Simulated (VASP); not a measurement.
# ZnSiP2 (I-42d) in VASP: notebook

ZnSiP2 is run at these levels: PBEsol; tasks: single point.

All numbers are computed with VASP 6.6.1; they aren't measurements. Logs are shortened: lines on timing, memory, paths and dates and some standing lists are left out, and cuts for length are marked.

## Step 1: The cell of the first run

The structure is tetragonal, space group I-42d (No. 122). The conventional cell has a = 5.444 Å, b = 5.444 Å, c = 10.598 Å, α = 90.00°, β = 90.00°, γ = 90.00°. Zn (site symmetry -4) has 4 P at 2.39 Å within 3.2 Å. Within 3.0 Å of Si (site symmetry -4) lie 4 P at 2.28 Å. P (site symmetry 2) has 2 Si at 2.28 Å and 2 Zn at 2.39 Å within 3.0 Å.

## Step 2: Single point, PBEsol

Contents of INCAR:

```
SYSTEM = ZnSiP2
ALGO     = Normal         ! electronic algorithm
EDIFF    = 1E-6           ! SCF threshold, eV
ENCUT    = 500            ! plane-wave cutoff, eV
GGA      = PS             ! functional
GGA_COMPAT= .FALSE.      
ISIF     = 2              ! what is computed and relaxed
ISMEAR   = -1             ! smearing method
LASPH    = .TRUE.         ! aspherical terms in the spheres
LCHARG   = .FALSE.        ! write CHGCAR
LREAL    = .FALSE.        ! projectors in reciprocal space
LWAVE    = .FALSE.        ! write WAVECAR
NBANDS   = 36             ! bands
NELM     = 120            ! most SCF steps
PREC     = Accurate       ! precision mode
SIGMA    = 0.05           ! smearing width, eV
```

Contents of KPOINTS:

```
k-points
0
G
  5 5 5
  0 0 0
```

Contents of POSCAR:

```
ZnSiP2
1.0
   -2.7220584097      2.7220584097      5.2988550899
    2.7220584097     -2.7220584097      5.2988550899
    2.7220584097      2.7220584097     -5.2988550899
Zn Si P
2 2 4
Direct
    0.0000000000      0.0000000000      0.0000000000
    0.7500000000      0.2500000000      0.5000000000
    0.5000000000      0.5000000000      0.0000000000
    0.2500000000      0.7500000000      0.5000000000
    0.3750000000      0.3923010000      0.5173010000
    0.8750000000      0.8576990000      0.4826990000
    0.6076990000      0.1250000000      0.9826990000
    0.1423010000      0.6250000000      0.0173010000
```

Potentials or basis: VASP PAW PBE potentials, release 64 (Zn, Si, P).

Command:

```
> cat potpaw_PBE.64/Zn/POTCAR potpaw_PBE.64/Si/POTCAR potpaw_PBE.64/P/POTCAR > POTCAR
> mpirun -np 1 vasp_std > vasp.out
```

OUTCAR:

```text
SYSTEM = ZnSiP2
   EDIFF = 1E-6
   ENCUT = 500
   GGA = PS
   ISIF = 2
   ISMEAR = -1
   LASPH = .TRUE.
   LREAL = .FALSE.
   NELM = 120
   PREC = Accurate

 ion  position               nearest neighbor table
   1  0.000  0.000  0.000-   5 2.39   7 2.39   8 2.39   6 2.39
   2  0.750  0.250  0.500-   8 2.39   5 2.39   6 2.39   7 2.39
   3  0.500  0.500  0.000-   7 2.28   6 2.28   5 2.28   8 2.28
   4  0.250  0.750  0.500-   6 2.28   5 2.28   7 2.28   8 2.28
   5  0.375  0.392  0.517-   3 2.28   4 2.28   1 2.39   2 2.39
   6  0.875  0.858  0.483-   4 2.28   3 2.28   1 2.39   2 2.39
   7  0.608  0.125  0.983-   3 2.28   4 2.28   2 2.39   1 2.39
   8  0.142  0.625  0.017-   3 2.28   4 2.28   2 2.39   1 2.39

  LATTYP: Found a body centered tetragonal cell.
 ALAT       =     5.4441168194
 C/A-ratio  =     1.9466353371

  Lattice vectors:

 A1 = (  -2.7220584097,   2.7220584097,   5.2988550899)
 A2 = (   2.7220584097,  -2.7220584097,   5.2988550899)
 A3 = (   2.7220584097,   2.7220584097,  -5.2988550899)

Analysis of symmetry for initial positions (statically):
=====================================================================
 Subroutine PRICEL returns:
 Original cell was already a primitive cell.

 Routine SETGRP: Setting up the symmetry group for a
 body centered tetragonal supercell.

 Subroutine GETGRP returns: Found  8 space group operations
 (whereof  4 operations were pure point group operations)
 out of a pool of 16 trial point group operations.

The static configuration has the point symmetry S_4 .
 The point group associated with its full space group is D_2d.

Analysis of symmetry for dynamics (positions and initial velocities):
=====================================================================
 Subroutine PRICEL returns:
 Original cell was already a primitive cell.

 Routine SETGRP: Setting up the symmetry group for a
 body centered tetragonal supercell.

 Subroutine GETGRP returns: Found  8 space group operations
 (whereof  4 operations were pure point group operations)
 out of a pool of 16 trial point group operations.

The dynamic configuration has the point symmetry S_4 .
 The point group associated with its full space group is D_2d.

 Subroutine INISYM returns: Found  8 space group operations
 (whereof  4 operations are pure point group operations),
 and found     1 'primitive' translations

[... 101 lines left out ...]
   EDIFFG = 0.1E-04   stopping-criterion for IOM
   NSW    =      0    number of steps for IOM
   IBRION =     -1    ionic relax: 0-MD 1-quasi-New 2-CG
   NFREE  =      0    steps in history (QN), initial steepest desc. (CG)
   ISIF   =      2    stress and relaxation
   ISYM   =      2    0-nonsym 1-usesym 2-fastsym
   POTIM  = 0.5000    time-step for ionic-motion
   TEBEG  =    0.0;   TEEND  =   0.0 temperature during run
   PSTRESS=    0.0 pullay stress
   NELECT =      52.0000    total number of electrons
   NUPDOWN=      -1.0000    fix difference up-down
   EMIN   =  10.00;   EMAX   =-10.00  energy-range for DOS
   EFERMI =   0.00;   METHOD = LEGACY
   ISMEAR =    -1;   SIGMA  =   0.05  broadening in eV -4-tet -1-fermi 0-gaus
   EFERMI_NEDOS =   21; number of points for ismear=-14 and -15
   IALGO  =     38    algorithm
   IMIX   =      4    mixing-type and parameters
     AMIX     =   0.40;   BMIX     =  1.00
     AMIX_MAG =   1.60;   BMIX_MAG =  1.00
  volume/ion in A,a.u.               =      19.63       132.48
  Fermi-wavevector in a.u.,A,eV,Ry     =   1.132566  2.140240 17.452281  1.282706
  Thomas-Fermi vector in A             =   2.269268
   LORBIT       =      0    0 simple, 1 ext, 2 COOP (PROOUT), +10 PAW based schemes
   GGA     = PS    functional components
   LHFCALC =     F    Hartree Fock is set to
   AEXX    =    0.0000 exact exchange contribution
   IVDW    =     0    specifies the selected vdW correction
   LEPSILON=     F    determine dielectric tensor
   LRPA    =     F    only Hartree local field effects (RPA)
 non-spin polarized calculation
  energy-cutoff  :      500.00
  volume of cell :      157.05
 maximum number of plane-waves:      4000
   NGX = 23   NGY = 23   NGZ = 23

 number of electron      51.9999989 magnetization

 Free energy of the ion-electron system (eV)
  ---------------------------------------------------
  ext. energy  EPLUGINS =         0.00000000
  ---------------------------------------------------
  free energy    TOTEN  =       -40.14561234 eV

  energy without entropy =      -40.14561222  energy(sigma->0) =      -40.14561228

 E-fermi :   4.8220     XC(G=0):  -9.8131

 val. band max:        4.1984389163   @ k =   0.0000   0.0000   0.0000
 cond. band min:       5.4705031541   @ k =   0.0000   0.0000   0.0000
 fundamental gap:      1.2720642379
 Fermi energy:         4.8219688370

 k-point     1 :       0.0000    0.0000    0.0000
  band No.  band energies     occupation
      1      -8.5990      2.00000
      2      -5.7730      2.00000
      3      -5.7657      2.00000
      4      -5.7657      2.00000
      5      -4.2461      2.00000
      6      -2.5129      2.00000
[... 691 lines left out ...]
     35       9.8506      0.00000
     36       9.8506      0.00000

------------------------ aborting loop because EDIFF is reached ----------------------------------------

  FORCE on cell =-STRESS in cart. coord.  units (eV):
  Direction    XX          YY          ZZ          XY          YZ          ZX
  --------------------------------------------------------------------------------------
  -------------------------------------------------------------------------------------
  Total       -3.7772449     -3.7772449     -3.7205650      0.0000000      0.0000000      0.0000000
  in kB      -38.5344185    -38.5344185    -37.9561861      0.0000000      0.0000000      0.0000000
  external PRESSURE =     -38.3416744 kB  Pullay stress =       0.0000000 kB

 VOLUME and BASIS-vectors are now :
 -----------------------------------------------------------------------------
  energy-cutoff  :      500.00
  volume of cell :      157.05
      direct lattice vectors                 reciprocal lattice vectors
    -2.722058410  2.722058410  5.298855090     0.000000000  0.183684523  0.094360006
     2.722058410 -2.722058410  5.298855090     0.183684523  0.000000000  0.094360006
     2.722058410  2.722058410 -5.298855090     0.183684523  0.183684523  0.000000000

 POSITION                                       TOTAL-FORCE (eV/Angst)
 -----------------------------------------------------------------------------------
      0.00000      0.00000      0.00000        -0.000000     -0.000000      0.000000
      0.00000      2.72206      2.64943         0.000000     -0.000000      0.000000
      0.00000      0.00000      5.29886        -0.000000     -0.000000     -0.000000
      2.72206      0.00000      2.64943         0.000000     -0.000000     -0.000000
      1.45522      1.36103      1.32471        -0.056271      0.000000      0.000000
      1.26684      1.36103      6.62357         0.056271     -0.000000     -0.000000
      1.36103      3.98890     -1.32471        -0.000000      0.056271     -0.000000
      1.36103     -1.26684      3.97414         0.000000     -0.056271      0.000000
 -----------------------------------------------------------------------------------
    total drift:                                0.000001      0.000001     -0.000001

  FREE ENERGIE OF THE ION-ELECTRON SYSTEM (eV)
  ---------------------------------------------------
  free  energy   TOTEN  =       -40.1456123374 eV

  energy  without entropy=      -40.1456122230  energy(sigma->0) =      -40.14561228
```

Wall time 70 s (1 thread of Intel Xeon Platinum 8488C (Sapphire Rapids), shared host); peak memory 0.36 GiB.

What came out:

| Quantity | Value |
| --- | --- |
| Free energy | -40.1456 eV |
| Pressure | -3.8 GPa |
| Largest force | 0.056 eV/Å |
| Band gap on the k mesh | 1.27 eV |

Forces in eV/Å, atoms in the order of the input:
```
Zn   0.000  0.000  0.000
Zn   0.000  0.000  0.000
Si   0.000  0.000  0.000
Si   0.000  0.000  0.000
P   -0.056  0.000  0.000
P    0.056  0.000  0.000
P    0.000  0.056  0.000
P    0.000 -0.056  0.000
```

Caveat: the cell stands under tension; the PAW data sets were made with another functional, which shifts forces and pressure a little. A k mesh can miss the band edges.

## Step 3: Single point, PBEsol

This run uses another cell than the first one, of 20.39 Å³/atom.

Contents of INCAR:

```
  ALGO = Normal
  EDIFF = 1E-6
  ENCUT = 500
  GGA = PS
  GGA_COMPAT = False
  ISIF = 2
  ISMEAR = -1
  LASPH = True
  LCHARG = False
  LREAL = False
  LWAVE = False
  NBANDS = 36
  NELM = 120
  PREC = Accurate
  SIGMA = 0.05
```

Contents of KPOINTS:

```
k-points
0
Gamma
  5 5 5
```

POSCAR, as its differences from that of step 2:

```diff
@@ -2,5 +2,5 @@
 1.0
-   -2.7220584097      2.7220584097      5.2988550899
-    2.7220584097     -2.7220584097      5.2988550899
-    2.7220584097      2.7220584097     -5.2988550899
+   -2.7565185035      2.7565185035      5.3659363262
+    2.7565185035     -2.7565185035      5.3659363262
+    2.7565185035      2.7565185035     -5.3659363262
 Zn Si P
```

Potentials or basis: VASP PAW PBE potentials, release 64 (Zn, Si, P).

Command:

```
> cat potpaw_PBE.64/Zn/POTCAR potpaw_PBE.64/Si/POTCAR potpaw_PBE.64/P/POTCAR > POTCAR
> mpirun -np 1 vasp_std > vasp.out
```

It took 69 s on 1 thread of Intel Xeon Platinum 8488C (Sapphire Rapids), shared host; peak memory 0.37 GiB.

Results (log left out):

- Free energy: -39.9501 eV
- Pressure: -6.5 GPa
- Largest force: 0.018 eV/Å
- Band gap on the k mesh: 1.34 eV

Forces in eV/Å, atoms in the order of the input:
```
Zn   0.000  0.000  0.000
Zn   0.000  0.000  0.000
Si   0.000  0.000  0.000
Si   0.000  0.000  0.000
P    0.018  0.000  0.000
P   -0.018  0.000  0.000
P    0.000 -0.018  0.000
P    0.000  0.018  0.000
```

Levels at points of the mesh, in eV from the valence-band top:
```tsv
k point	band 23	band 24	band 25	band 26	band 27	band 28	band 29	band 30
(0.00, 0.00, 0.00)	-2.16	-0.12	-0.12	0.00	1.34	1.86	1.91	3.19
```

Caveat: the cell stands under tension; the PAW data sets were made with another functional, which shifts forces and pressure a little. A k mesh can miss the band edges.

## Step 4: Single point, PBEsol

This run uses another cell than the first one, of 21.14 Å³/atom.

Contents of INCAR:

```
SYSTEM = ZnSiP2
PREC = Accurate
ENCUT = 500
EDIFF = 1E-6
ISMEAR = -1
SIGMA = 0.05
LREAL = .False.
LASPH = .True.
NELM = 120
ALGO = Normal
ISIF = 2
LWAVE = .False.
LCHARG = .False.
GGA = PS
NBANDS = 36
GGA_COMPAT = .False.
```

Contents of KPOINTS:

```
regular mesh
0
Gamma
  5 5 5
  0 0 0
```

POSCAR, as its differences from that of step 3:

```diff
@@ -2,5 +2,5 @@
 1.0
-   -2.7565185035      2.7565185035      5.3659363262
-    2.7565185035     -2.7565185035      5.3659363262
-    2.7565185035      2.7565185035     -5.3659363262
+   -2.7901378962      2.7901378962      5.4313810240
+    2.7901378962     -2.7901378962      5.4313810240
+    2.7901378962      2.7901378962     -5.4313810240
 Zn Si P
```

Potentials or basis: VASP PAW PBE potentials, release 64 (Zn, Si, P).

Command:

```
> cat potpaw_PBE.64/Zn/POTCAR potpaw_PBE.64/Si/POTCAR potpaw_PBE.64/P/POTCAR > POTCAR
> mpirun -np 1 vasp_std > vasp.out
```

OUTCAR:

```text
SYSTEM = ZnSiP2
   PREC = Accurate
   ENCUT = 500
   EDIFF = 1E-6
   ISMEAR = -1
   LREAL = .False.
   LASPH = .True.
   NELM = 120
   ISIF = 2
   GGA = PS

 ion  position               nearest neighbor table
   1  0.000  0.000  0.000-   7 2.45   8 2.45   6 2.45   5 2.45
   2  0.750  0.250  0.500-   5 2.45   6 2.45   7 2.45   8 2.45
   3  0.500  0.500  0.000-   5 2.34   6 2.34   7 2.34   8 2.34
   4  0.250  0.750  0.500-   5 2.34   6 2.34   7 2.34   8 2.34
   5  0.375  0.392  0.517-   3 2.34   4 2.34   2 2.45   1 2.45
   6  0.875  0.858  0.483-   3 2.34   4 2.34   1 2.45   2 2.45
   7  0.608  0.125  0.983-   3 2.34   4 2.34   2 2.45   1 2.45
[... 908 lines left out ...]
  Total       -9.0772740     -9.0772740     -8.9778685      0.0000000      0.0000000      0.0000000
  in kB      -85.9893028    -85.9893028    -85.0476318      0.0000000      0.0000000      0.0000000
  external PRESSURE =     -85.6754125 kB  Pullay stress =       0.0000000 kB

 VOLUME and BASIS-vectors are now :
 -----------------------------------------------------------------------------
  energy-cutoff  :      500.00
  volume of cell :      169.13
      direct lattice vectors                 reciprocal lattice vectors
    -2.790137896  2.790137896  5.431381024     0.000000000  0.179202612  0.092057618
     2.790137896 -2.790137896  5.431381024     0.179202612  0.000000000  0.092057618
     2.790137896  2.790137896 -5.431381024     0.179202612  0.179202612  0.000000000

 POSITION                                       TOTAL-FORCE (eV/Angst)
 -----------------------------------------------------------------------------------
      0.00000      0.00000      0.00000        -0.000000      0.000000     -0.000000
      0.00000      2.79014      2.71569        -0.000000      0.000000      0.000000
      0.00000      0.00000      5.43138        -0.000000      0.000000     -0.000000
      2.79014      0.00000      2.71569        -0.000000      0.000000     -0.000000
      1.49161      1.39507      1.35785         0.081791      0.000000      0.000000
      1.29852      1.39507      6.78923        -0.081791      0.000000     -0.000000
      1.39507      4.08866     -1.35785        -0.000000     -0.081791     -0.000000
      1.39507     -1.29852      4.07354        -0.000000      0.081791      0.000000
 -----------------------------------------------------------------------------------
    total drift:                               -0.000005     -0.000005     -0.000005

  FREE ENERGIE OF THE ION-ELECTRON SYSTEM (eV)
  ---------------------------------------------------
  free  energy   TOTEN  =       -39.6657921989 eV

  energy  without entropy=      -39.6657921511  energy(sigma->0) =      -39.66579218
```

stdout:

```text
POSCAR found type information on POSCAR ZnSiP
 POSCAR found :  3 types and       8 ions
 scaLAPACK will be used
 -----------------------------------------------------------------------------
|                                                                             |
|                                                                             |
|     You enforced a specific xc type in the INCAR file but a different       |
|     I HOPE YOU KNOW WHAT YOU ARE DOING!                                     |
|                                                                             |
 -----------------------------------------------------------------------------

 LDA part: xc-table for (Slater+PW92), standard interpolation
 POSCAR, INCAR and KPOINTS ok, starting setup
 FFT: planning ... GRIDC
 FFT: planning ... GRID_SOFT
 FFT: planning ... GRID
 WAVECAR not read
 entering main loop
```

Run time: 95 s. Hardware: 1 thread of Intel Xeon Platinum 8488C (Sapphire Rapids), shared host; peak memory 0.39 GiB.

What came out:

```
Free energy            : -39.6658 eV
Pressure               : -8.6 GPa
Largest force          : 0.082 eV/Å
Band gap on the k mesh : 1.40 eV
```

Forces on the atoms (eV/Å):
```
Zn   0.000  0.000  0.000
Zn   0.000  0.000  0.000
Si   0.000  0.000  0.000
Si   0.000  0.000  0.000
P    0.082  0.000  0.000
P   -0.082  0.000  0.000
P    0.000 -0.082  0.000
P    0.000  0.082  0.000
```

Caveat: the cell stands under tension; the PAW data sets were made with another functional, which shifts forces and pressure a little.

## Step 5: The runs side by side

| cell | gap on the mesh (eV) | pressure (GPa) | largest force (eV/Å) |
| --- | --- | --- | --- |
| a = 6.550 Å, angles 130.9, 130.9, 72.0°, 8 atoms | 1.27 | -3.8 | 0.06 |
| a = 6.633 Å, angles 130.9, 130.9, 72.0°, 8 atoms | 1.34 | -6.5 | 0.02 |
| a = 6.713 Å, angles 130.9, 130.9, 72.0°, 8 atoms | 1.40 | -8.6 | 0.08 |

Alike in all rows: task single point; level PBEsol; potentials or basis VASP PAW PBE potentials, release 64 (Zn, Si, P); no spin polarisation; k mesh 5 × 5 × 5; cutoff (eV) 500; smearing fermi-dirac 0.05 eV.

Caveats: the cell stands under tension; the PAW data sets were made with another functional, which shifts forces and pressure a little.

Total energies depend on the potentials used, so only differences within one code and one set of settings carry meaning.
